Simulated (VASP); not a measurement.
# HfN in VASP: further runs, part 2 of 3

VASP 6.6.1. Earlier steps stand in the parts before.

### Step 3. Single point, PBE (strain -0.015 along x and y, -0.015 along z)

The input, INCAR:

```
PREC     = Accurate       # precision mode
ENCUT    = 520            # plane-wave cutoff, eV
EDIFF    = 1E-6           # SCF threshold, eV
ISMEAR   = 0              # smearing method
SIGMA    = 0.15           # smearing width, eV
LREAL    = False          # projectors in reciprocal space
LASPH    = True           # aspherical terms in the spheres
NELM     = 80             # most SCF steps
ALGO     = Normal         # electronic algorithm
ISIF     = 2              # what is computed and relaxed
LWAVE    = False          # write WAVECAR
LCHARG   = True           # write CHGCAR
GGA      = PE             # functional
LELF     = True           # ELF
LVHAR    = True         
NBANDS   = 14             # bands
```

The input, KPOINTS:

```
Automatic mesh
0
Gamma
  18 18 18
```

The input, POSCAR:

```
HfN
1.0
    0.0000000000      2.2251150000      2.2251150000
    2.2251150000      0.0000000000      2.2251150000
    2.2251150000      2.2251150000      0.0000000000
Hf N
1 1
Direct
    0.0000000000      0.0000000000      0.0000000000
    0.5000000000      0.5000000000      0.5000000000
```

Potentials or basis: VASP PAW PBE potentials, release 64 (Hf_pv, N).

Run with:

```console
$ cat potpaw_PBE.64/Hf_pv/POTCAR potpaw_PBE.64/N/POTCAR > POTCAR
$ mpirun -np 1 vasp_std > vasp.out
```

Run time: 61 s. Hardware: 1 thread of Intel Xeon 8259CL, shared host; peak memory 0.19 GiB.

The run converged. Its results:

```yaml
Free_energy: -21.6941 eV
Pressure: 17.2 GPa
Band_gap_on_the_k_mesh: zero (an odd number of electrons rules out a gap without spin polarisation)
```

Levels at points of the mesh, in eV from the Fermi level:
```tsv
k point	band 6	band 7	band 8	band 9	band 10	band 11
(0.00, 0.00, 0.00)	-3.08	-3.08	-0.37	-0.37	-0.37	2.08
(0.50, 0.00, 0.00)	-6.41	-6.41	3.49	3.95	3.95	4.68
(0.50, 0.50, 0.00)	-4.01	-3.71	-3.71	4.35	5.89	5.89
```

Caveat: the cell differs from its parent crystal (strain -0.015 along x and y, -0.015 along z); the cell stands under pressure; spin-orbit coupling is left out, which moves the levels of the heavy elements.

### Step 4. Single point, PBE (strain +0.015 along x and y, +0.015 along z)

The input, INCAR:

```
  PREC = Accurate
  ENCUT = 520
  EDIFF = 1E-6
  ISMEAR = 0
  SIGMA = 0.15
  LREAL = False
  LASPH = True
  NELM = 60
  ALGO = Normal
  ISIF = 2
  LWAVE = False
  LCHARG = False
  GGA = PE
  NBANDS = 14
```

The input, KPOINTS:

```
regular mesh
0
Gamma
  18 18 18
```

The input, POSCAR:

```
HfN
1.0
    0.0000000000      2.2928850000      2.2928850000
    2.2928850000      0.0000000000      2.2928850000
    2.2928850000      2.2928850000      0.0000000000
Hf N
1 1
Direct
    0.0000000000      0.0000000000      0.0000000000
    0.5000000000      0.5000000000      0.5000000000
```

Potentials or basis: VASP PAW PBE potentials, release 64 (Hf_pv, N).

Run with:

```console
$ cat potpaw_PBE.64/Hf_pv/POTCAR potpaw_PBE.64/N/POTCAR > POTCAR
$ mpirun -np 1 vasp_std > vasp.out
```

OUTCAR:

```text
PREC = Accurate
   ENCUT = 520
   EDIFF = 1E-6
   ISMEAR = 0
   LREAL = False
   LASPH = True
   NELM = 60
   ISIF = 2
   GGA = PE

 ion  position               nearest neighbor table
   1  0.000  0.000  0.000-   2 2.29   2 2.29   2 2.29   2 2.29   2 2.29   2 2.29
   2  0.500  0.500  0.500-   1 2.29   1 2.29   1 2.29   1 2.29   1 2.29   1 2.29

  LATTYP: Found a face centered cubic cell.
 ALAT       =     4.5857700000

  Lattice vectors:

 A1 = (   0.0000000000,   2.2928850000,   2.2928850000)
 A2 = (   2.2928850000,   0.0000000000,   2.2928850000)
 A3 = (   2.2928850000,   2.2928850000,   0.0000000000)

Analysis of symmetry for initial positions (statically):
=====================================================================
 Subroutine PRICEL returns:
 Original cell was already a primitive cell.

 Routine SETGRP: Setting up the symmetry group for a
 face centered cubic supercell.

 Subroutine GETGRP returns: Found 48 space group operations
 (whereof 48 operations were pure point group operations)
 out of a pool of 48 trial point group operations.

The static configuration has the point symmetry O_h .

Analysis of symmetry for dynamics (positions and initial velocities):
[... 168 lines left out ...]
      1     -23.3375      2.00000
      2     -23.3375      2.00000
      3     -23.3375      2.00000
      4      -9.2542      2.00000
      5       5.0175      2.00000
      6       5.0175      2.00000
      7       5.0175      2.00000
      8       7.6664      1.99717
      9       7.6664      1.99717
     10       7.6664      1.99717
     11       9.3715      0.00000
     12       9.8512      0.00000
     13       9.8512      0.00000
     14      17.4474      0.00000
[... 377 lines left out ...]
      1     -23.7370      2.00000
      2     -23.4006      2.00000
      3     -23.3632      2.00000
      4      -8.1707      2.00000
      5       1.7558      2.00000
      6       3.0450      2.00000
      7       3.3845      2.00000
      8       8.3642      0.00033
      9       8.8997      0.00000
     10       9.7040      0.00000
     11      11.6390      0.00000
     12      12.8656      0.00000
     13      13.3922      0.00000
     14      19.9991      0.00000

 [... further k-points ...]
[... 5 lines left out ...]
  --------------------------------------------------------------------------------------
  -------------------------------------------------------------------------------------
  Total       -1.2728985     -1.2728985     -1.2728985      0.0000000      0.0000000      0.0000000
  in kB      -84.5916585    -84.5916585    -84.5916585      0.0000000      0.0000000      0.0000000
  external PRESSURE =     -84.5916585 kB  Pullay stress =       0.0000000 kB

 VOLUME and BASIS-vectors are now :
 -----------------------------------------------------------------------------
  energy-cutoff  :      520.00
  volume of cell :       24.11
      direct lattice vectors                 reciprocal lattice vectors
     0.000000000  2.292885000  2.292885000    -0.218065886  0.218065886  0.218065886
     2.292885000  0.000000000  2.292885000     0.218065886 -0.218065886  0.218065886
     2.292885000  2.292885000  0.000000000     0.218065886  0.218065886 -0.218065886

 POSITION                                       TOTAL-FORCE (eV/Angst)
 -----------------------------------------------------------------------------------
      0.00000      0.00000      0.00000        -0.000000      0.000000      0.000000
      2.29289      2.29289      2.29289         0.000000     -0.000000     -0.000000
 -----------------------------------------------------------------------------------
    total drift:                                0.000000     -0.000000     -0.000000

  FREE ENERGIE OF THE ION-ELECTRON SYSTEM (eV)
  ---------------------------------------------------
  free  energy   TOTEN  =       -21.7389410727 eV

  energy  without entropy=      -21.7312357126  energy(sigma->0) =      -21.73508839
```

OSZICAR:

```text
N       E                     dE             d eps       ncg     rms          rms(c)
DAV:   1     0.379561957869E+02    0.37956E+02   -0.78160E+03  5468   0.101E+03
DAV:   2    -0.227088758021E+02   -0.60665E+02   -0.56645E+02  7304   0.234E+02
DAV:   3    -0.247492895656E+02   -0.20404E+01   -0.20318E+01  6218   0.355E+01
DAV:   4    -0.247573055376E+02   -0.80160E-02   -0.80131E-02  6530   0.259E+00
DAV:   5    -0.247573594549E+02   -0.53917E-04   -0.53917E-04  6182   0.182E-01    0.448E+01
DAV:   6    -0.218690572870E+02    0.28883E+01   -0.84949E+00  5928   0.219E+01    0.389E+01
DAV:   7    -0.217709929473E+02    0.98064E-01   -0.47406E-01  6804   0.607E+00    0.256E+01
DAV:   8    -0.217464847518E+02    0.24508E-01   -0.14321E-01  6192   0.322E+00    0.640E+00
DAV:   9    -0.217390254910E+02    0.74593E-02   -0.19617E-02  6042   0.113E+00    0.198E+00
DAV:  10    -0.217389771604E+02    0.48331E-04   -0.10755E-03  7286   0.313E-01    0.476E-01
DAV:  11    -0.217389431372E+02    0.34023E-04   -0.68918E-05  6600   0.812E-02    0.116E-01
DAV:  12    -0.217389411946E+02    0.19426E-05   -0.83068E-06  7404   0.242E-02    0.730E-03
DAV:  13    -0.217389410727E+02    0.12192E-06   -0.19023E-07  3456   0.451E-03
   1 F= -.21738941E+02 E0= -.21735088E+02  d E =-.770536E-02
```

stdout:

```text
POSCAR found type information on POSCAR HfN
 POSCAR found :  2 types and       2 ions
 scaLAPACK will be used
 LDA part: xc-table for (Slater+PW92), standard interpolation
 POSCAR, INCAR and KPOINTS ok, starting setup
 FFT: planning ... GRIDC
 FFT: planning ... GRID_SOFT
 FFT: planning ... GRID
 WAVECAR not read
 entering main loop
```

It took 71 s on 1 thread of Intel Xeon 8259CL, shared host; peak memory 0.19 GiB.

What came out:

```
Free energy            : -21.7389 eV
Pressure               : -8.5 GPa
Band gap on the k mesh : zero (an odd number of electrons rules out a gap without spin polarisation)
```

Caveat: the cell differs from its parent crystal (strain +0.015 along x and y, +0.015 along z); the cell stands under tension; spin-orbit coupling is left out, which moves the levels of the heavy elements.

### Step 5. Single point, PBE (strain +0.030 along x and y, +0.030 along z)

The input, INCAR:

```
SYSTEM = HfN
ALGO = Normal
EDIFF = 1E-6
ENCUT = 520
GGA = PE
ISIF = 2
ISMEAR = 0
LASPH = .True.
LCHARG = .False.
LREAL = .False.
LWAVE = .False.
NBANDS = 14
NELM = 100
PREC = Accurate
SIGMA = 0.15
```

The input, KPOINTS:

```
k-points
0
Gamma
  18 18 18
  0 0 0
```

The input, POSCAR:

```
HfN
1.0
    0.0000000000      2.3267700000      2.3267700000
    2.3267700000      0.0000000000      2.3267700000
    2.3267700000      2.3267700000      0.0000000000
Hf N
1 1
Direct
    0.0000000000      0.0000000000      0.0000000000
    0.5000000000      0.5000000000      0.5000000000
```

Run with:

```console
$ cat potpaw_PBE.64/Hf_pv/POTCAR potpaw_PBE.64/N/POTCAR > POTCAR
$ mpirun -np 1 vasp_std > vasp.out
```

Run time: 81 s. Hardware: 1 thread of Intel Xeon 8259CL, shared host; peak memory 0.2 GiB.

Results (log left out):

```
Free energy            : -21.6496 eV
Pressure               : -17.7 GPa
Band gap on the k mesh : zero (an odd number of electrons rules out a gap without spin polarisation)
```

Levels at points of the mesh, in eV from the Fermi level:
| k point | band 6 | band 7 | band 8 | band 9 | band 10 | band 11 |
| --- | --- | --- | --- | --- | --- | --- |
| (0.00, 0.00, 0.00) | -2.90 | -2.90 | -0.29 | -0.29 | -0.29 | 1.01 |
| (0.50, 0.00, 0.00) | -5.74 | -5.74 | 2.90 | 3.28 | 3.28 | 3.99 |
| (0.50, 0.50, 0.00) | -3.61 | -3.61 | -3.42 | 3.65 | 4.62 | 4.87 |

Caveat: the cell differs from its parent crystal (strain +0.030 along x and y, +0.030 along z); the cell stands under tension; spin-orbit coupling is left out, which moves the levels of the heavy elements.

(Continued in part 3 of 3.)
